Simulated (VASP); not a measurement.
# Cs8Sn8I25 (a cell with a defect) in VASP: single point with PBEsol

Aim: the single point of Cs8Sn8I25 (a cell with a defect) with PBEsol.

Everything below comes from runs of VASP 6.6.1. Logs are shortened: lines on timing, memory, paths and dates and some standing lists are left out, and cuts for length are marked.

## 1. The cell of the first run

The cell holds a defect, 41 atoms: a = 12.314 Å, b = 12.314 Å, c = 12.314 Å, α = 90.00°, β = 90.00°, γ = 90.00°.

## 2. Single point, PBEsol

INCAR

```
SYSTEM = Cs8Sn8I25
  PREC = Accurate
  ENCUT = 520
  EDIFF = 1E-6
  ISMEAR = -1
  SIGMA = 0.05
  LREAL = Auto
  LASPH = .TRUE.
  NELM = 80
  ALGO = Normal
  ISIF = 2
  LWAVE = .FALSE.
  LCHARG = .FALSE.
  GGA = PS
  NBANDS = 206
  NELECT = 358.0
  ISYM = 0
```

KPOINTS

```
Automatic mesh
0
Gamma
  1 1 1
  0.25 0.25 0.25
```

POSCAR

```
Cs8Sn8I25
1.0
   12.3144620000      0.0000000000      0.0000000000
    0.0000000000     12.3144620000      0.0000000000
    0.0000000000      0.0000000000     12.3144620000
Cs I Sn
8 25 8
Direct
    0.9879300000      0.9613670000      0.9720210000
    0.9804010000      0.9833980000      0.5050660000
    0.9650800000      0.5164620000      0.9886250000
    0.0067780000      0.4466800000      0.5273420000
    0.4933310000      0.9515480000      0.9993460000
    0.4834680000      0.9889770000      0.5351520000
    0.5147850000      0.5229000000      0.9798270000
    0.5197510000      0.5233600000      0.5181800000
    0.3465570000      0.3488370000      0.2704300000
    0.3967630000      0.2430070000      0.9717910000
    0.2102480000      0.1921660000      0.5127670000
    0.2326480000      0.7199160000      0.9912800000
    0.2431060000      0.7791870000      0.4899150000
    0.7339360000      0.2759140000      0.0102150000
    0.7800090000      0.2340260000      0.5105950000
    0.7422080000      0.7429460000      0.0012560000
    0.7270900000      0.7696470000      0.5013000000
    0.0005040000      0.2315460000      0.2707950000
    0.0124300000      0.2473390000      0.8184490000
    0.9764280000      0.7896920000      0.2453790000
    0.9936060000      0.7462800000      0.7383300000
    0.5049560000      0.1785020000      0.2745080000
    0.5119110000      0.2564260000      0.6872850000
    0.4773040000      0.7195270000      0.2398740000
    0.4942620000      0.7434810000      0.7501050000
    0.2303080000      0.0260990000      0.1666490000
    0.2594010000      0.9899310000      0.7817420000
    0.1584480000      0.5245480000      0.2555210000
    0.2556850000      0.4927250000      0.7169180000
    0.7087460000      0.0044460000      0.2517780000
    0.7431230000      0.9991840000      0.7705570000
    0.7494490000      0.5029550000      0.2772720000
    0.7535300000      0.4999190000      0.7430120000
    0.2624010000      0.2370720000      0.7389420000
    0.2285020000      0.7577510000      0.2401660000
    0.2433600000      0.7412570000      0.7398390000
    0.7630940000      0.2540530000      0.2583810000
    0.7565290000      0.2481050000      0.7603350000
    0.7311410000      0.7483700000      0.2539070000
    0.7451760000      0.7497180000      0.7484850000
    0.1964070000      0.2471480000      0.0976680000
```

Potentials or basis: VASP PAW PBE potentials, release 64 (Cs_sv, I, Sn_d).

Run with:

```sh
cat potpaw_PBE.64/Cs_sv/POTCAR potpaw_PBE.64/I/POTCAR potpaw_PBE.64/Sn_d/POTCAR > POTCAR
mpirun -np 1 vasp_std > vasp.out
```

OUTCAR:

```text
SYSTEM = Cs8Sn8I25
   PREC = Accurate
   ENCUT = 520
   EDIFF = 1E-6
   ISMEAR = -1
   LREAL = Auto
   LASPH = .TRUE.
   NELM = 80
   ISIF = 2
   GGA = PS
   NELECT = 358.0
   ISYM = 0

 ion  position               nearest neighbor table
   1  0.988  0.961  0.972-
   2  0.980  0.983  0.505-
   3  0.965  0.516  0.989-
   4  0.007  0.447  0.527-
   5  0.493  0.952  0.999-
   6  0.483  0.989  0.535-
   7  0.515  0.523  0.980-
   8  0.520  0.523  0.518-
   9  0.347  0.349  0.270-  22 2.86  41 3.08  28 3.18
  10  0.397  0.243  0.972-  41 2.91  34 3.31
  11  0.210  0.192  0.513-  34 2.91
  12  0.233  0.720  0.991-  35 3.10  36 3.11
  13  0.243  0.779  0.490-  35 3.09  36 3.11
  14  0.734  0.276  0.010-  37 3.09  38 3.11
  15  0.780  0.234  0.511-  38 3.09  37 3.12
  16  0.742  0.743  0.001-  40 3.11  39 3.11
  17  0.727  0.770  0.501-  39 3.06  40 3.06
  18  0.001  0.232  0.271-  37 2.94  41 3.23
  19  0.012  0.247  0.818-  38 3.23  34 3.23
  20  0.976  0.790  0.245-  39 3.06  35 3.13
  21  0.994  0.746  0.738-  40 3.06  36 3.08
  22  0.505  0.179  0.275-   9 2.86  30 3.31  37 3.32
  23  0.512  0.256  0.687-  38 3.15  34 3.15
  24  0.477  0.720  0.240-  35 3.10  39 3.15
  25  0.494  0.743  0.750-  40 3.09  36 3.09
  26  0.230  0.026  0.167-  41 2.88  35 3.43
  27  0.259  0.990  0.782-  34 3.09  36 3.11
  28  0.158  0.525  0.256-  35 3.00   9 3.18
  29  0.256  0.493  0.717-  36 3.08  34 3.16
  30  0.709  0.004  0.252-  37 3.15  39 3.17  22 3.31
  31  0.743  0.999  0.771-  38 3.07  40 3.08
  32  0.749  0.503  0.277-  39 3.04  37 3.08
  33  0.754  0.500  0.743-  40 3.08  38 3.11
  34  0.262  0.237  0.739-  11 2.91  27 3.09  23 3.15  29 3.16  19 3.23  10 3.31
  35  0.229  0.758  0.240-  28 3.00  13 3.09  24 3.10  12 3.10  20 3.13  26 3.43
  36  0.243  0.741  0.740-  21 3.08  29 3.08  25 3.09  12 3.11  27 3.11  13 3.11
  37  0.763  0.254  0.258-  18 2.94  32 3.08  14 3.09  15 3.12  30 3.15  22 3.32
  38  0.757  0.248  0.760-  31 3.07  15 3.09  33 3.11  14 3.11  23 3.15  19 3.23
  39  0.731  0.748  0.254-  32 3.04  17 3.06  20 3.06  16 3.11  24 3.15  30 3.17
  40  0.745  0.750  0.748-  17 3.06  21 3.06  33 3.08  31 3.08  25 3.09  16 3.11
  41  0.196  0.247  0.098-  26 2.88  10 2.91   9 3.08  18 3.23

IMPORTANT INFORMATION: All symmetrisations will be switched off!
NOSYMM: (Re-)initialisation of all symmetry stuff for point group C_1.

----------------------------------------------------------------------------------------

                                     Primitive cell

  volume of cell :    1867.4386

  direct lattice vectors                    reciprocal lattice vectors
[... 149 lines left out ...]
   NFREE  =      0    steps in history (QN), initial steepest desc. (CG)
   ISIF   =      2    stress and relaxation
   ISYM   =      0    0-nonsym 1-usesym 2-fastsym
   POTIM  = 0.5000    time-step for ionic-motion
   TEBEG  =    0.0;   TEEND  =   0.0 temperature during run
   PSTRESS=    0.0 pullay stress
   NELECT =     358.0000    total number of electrons
   NUPDOWN=      -1.0000    fix difference up-down
   EMIN   =  10.00;   EMAX   =-10.00  energy-range for DOS
   EFERMI =   0.00;   METHOD = LEGACY
   ISMEAR =    -1;   SIGMA  =   0.05  broadening in eV -4-tet -1-fermi 0-gaus
   EFERMI_NEDOS =   21; number of points for ismear=-14 and -15
   IALGO  =     38    algorithm
   IMIX   =      4    mixing-type and parameters
     AMIX     =   0.40;   BMIX     =  1.00
     AMIX_MAG =   1.60;   BMIX_MAG =  1.00
  volume/ion in A,a.u.               =      45.55       307.37
  Fermi-wavevector in a.u.,A,eV,Ry     =   0.943960  1.783826 12.123622  0.891061
  Thomas-Fermi vector in A             =   2.071719
   LORBIT       =      0    0 simple, 1 ext, 2 COOP (PROOUT), +10 PAW based schemes
   GGA     = PS    functional components
   LHFCALC =     F    Hartree Fock is set to
   AEXX    =    0.0000 exact exchange contribution
   IVDW    =     0    specifies the selected vdW correction
   LEPSILON=     F    determine dielectric tensor
   LRPA    =     F    only Hartree local field effects (RPA)
 non-spin polarized calculation
  energy-cutoff  :      520.00
  volume of cell :     1867.44
 maximum number of plane-waves:     50327
 NGX is ok and might be reduce to    96
   NGX = 45   NGY = 45   NGZ = 45

 number of electron     358.0000002 magnetization

 Free energy of the ion-electron system (eV)
  ---------------------------------------------------
  ext. energy  EPLUGINS =         0.00000000
  ---------------------------------------------------
  free energy    TOTEN  =      -124.25841785 eV

  energy without entropy =     -124.25832282  energy(sigma->0) =     -124.25837033

 E-fermi :   2.5163     XC(G=0):  -7.8662

 val. band max:        2.0283265689   @ k =   0.2500  -0.2500   0.2500
 cond. band min:       2.9832170236   @ k =  -0.2500   0.2500   0.2500
 fundamental gap:      0.9548904547
 Fermi energy:         2.5162512943

 k-point     1 :       0.2500    0.2500    0.2500
  band No.  band energies     occupation
      1     -19.2114      2.00000
      2     -19.1858      2.00000
      3     -19.1608      2.00000
      4     -19.1344      2.00000
      5     -19.1091      2.00000
      6     -19.0350      2.00000
[... 765 lines left out ...]
    190       4.6566      0.00000
    191       4.7056      0.00000
 [bands above 191 left out]

------------------------ aborting loop because EDIFF is reached ----------------------------------------

  FORCE on cell =-STRESS in cart. coord.  units (eV):
  Direction    XX          YY          ZZ          XY          YZ          ZX
  --------------------------------------------------------------------------------------
  -------------------------------------------------------------------------------------
  Total       -9.0869843     -8.8433054     -7.1097137      0.6420190     -0.1271266     -1.7122043
  in kB       -7.7962190     -7.5871536     -6.0998108      0.5508231     -0.1090688     -1.4689933
  external PRESSURE =      -7.1610612 kB  Pullay stress =       0.0000000 kB

 VOLUME and BASIS-vectors are now :
 -----------------------------------------------------------------------------
  energy-cutoff  :      520.00
  volume of cell :     1867.44
      direct lattice vectors                 reciprocal lattice vectors
    12.314462000  0.000000000  0.000000000     0.081205334  0.000000000  0.000000000
     0.000000000 12.314462000  0.000000000     0.000000000  0.081205334  0.000000000
     0.000000000  0.000000000 12.314462000     0.000000000  0.000000000  0.081205334

 POSITION                                       TOTAL-FORCE (eV/Angst)
 -----------------------------------------------------------------------------------
     12.16583     11.83872     11.96992        -0.002491     -0.004654      0.002878
     12.07311     12.11002      6.21962        -0.004504     -0.006311     -0.002021
     11.88444      6.35995     12.17438        -0.003799      0.002162      0.011838
      0.08347      5.50062      6.49393         0.000249     -0.000023      0.001543
      6.07511     11.71780     12.30641         0.009196     -0.002043      0.001795
      5.95365     12.17872      6.59011         0.000313     -0.001096      0.001744
[... 33 lines left out ...]
      9.17644      9.23237      9.21719        -0.012707      0.003982     -0.002908
      2.41865      3.04349      1.20273        -0.004441      0.004763     -0.012503
 -----------------------------------------------------------------------------------
    total drift:                               -0.024647      0.019959     -0.001387

  FREE ENERGIE OF THE ION-ELECTRON SYSTEM (eV)
  ---------------------------------------------------
  free  energy   TOTEN  =      -124.2584178456 eV

  energy  without entropy=     -124.2583228244  energy(sigma->0) =     -124.25837033
```

stdout:

```text
POSCAR found type information on POSCAR CsI Sn
 POSCAR found :  3 types and      41 ions
 scaLAPACK will be used
 -----------------------------------------------------------------------------
|                                                                             |
|                                                                             |
|     You enforced a specific xc type in the INCAR file but a different       |
|     I HOPE YOU KNOW WHAT YOU ARE DOING!                                     |
|                                                                             |
 -----------------------------------------------------------------------------

 LDA part: xc-table for (Slater+PW92), standard interpolation
 POSCAR, INCAR and KPOINTS ok, starting setup
 FFT: planning ... GRIDC
 FFT: planning ... GRID_SOFT
 FFT: planning ... GRID
 WAVECAR not read
 entering main loop
 the old and the new charge density differ
 old charge density:   359.00000 new  358.00000
    0.145E+01
```

Run time: 61 min. Hardware: 1 thread of Intel Xeon Platinum 8259CL at 2.50GHz (Skylake/Cascade Lake), shared host; peak memory 2.1 GiB.

Results:

| Quantity | Value |
| --- | --- |
| Free energy | -124.2584 eV |
| Largest force | 0.108 eV/Å |

Forces on the atoms (eV/Å):
```
Cs  -0.002 -0.005  0.003
Cs  -0.005 -0.006 -0.002
Cs  -0.004  0.002  0.012
Cs   0.000  0.000  0.002
Cs   0.009 -0.002  0.002
Cs   0.000 -0.001  0.002
Cs   0.002  0.010  0.000
Cs  -0.012 -0.004 -0.003
I    0.056 -0.059  0.020
I    0.023 -0.012  0.026
I   -0.011  0.005 -0.031
I   -0.003 -0.009 -0.015
I   -0.003 -0.003  0.010
I    0.001 -0.008  0.031
I    0.025 -0.007  0.014
I    0.003 -0.012  0.000
I    0.011 -0.006  0.011
I   -0.029  0.004 -0.006
I    0.023  0.004  0.001
I    0.060  0.017 -0.006
I    0.003 -0.015  0.002
I   -0.065  0.085  0.011
I   -0.026 -0.001 -0.024
I    0.003  0.017 -0.002
I    0.012 -0.001  0.007
I    0.010  0.012 -0.012
I   -0.017  0.008 -0.004
I    0.046 -0.052  0.002
I   -0.002 -0.019  0.018
I   -0.055 -0.009 -0.019
I   -0.011  0.011 -0.012
I    0.019  0.013 -0.018
I    0.014 -0.002 -0.003
Sn   0.009  0.017  0.008
Sn  -0.043 -0.014  0.004
Sn   0.008  0.012  0.003
Sn   0.001 -0.016 -0.010
Sn  -0.029 -0.003 -0.005
Sn  -0.002  0.042 -0.001
Sn  -0.013  0.004 -0.003
Sn  -0.004  0.005 -0.013
```

Caveat: the cell carries a net charge on a neutralising background, which shifts energy and pressure; the cell is charged against a uniform background, so pressure and absolute levels hang on convention; the PAW data sets were made with another functional, which shifts forces and pressure a little; spin-orbit coupling is left out, which moves the levels of the heavy elements.
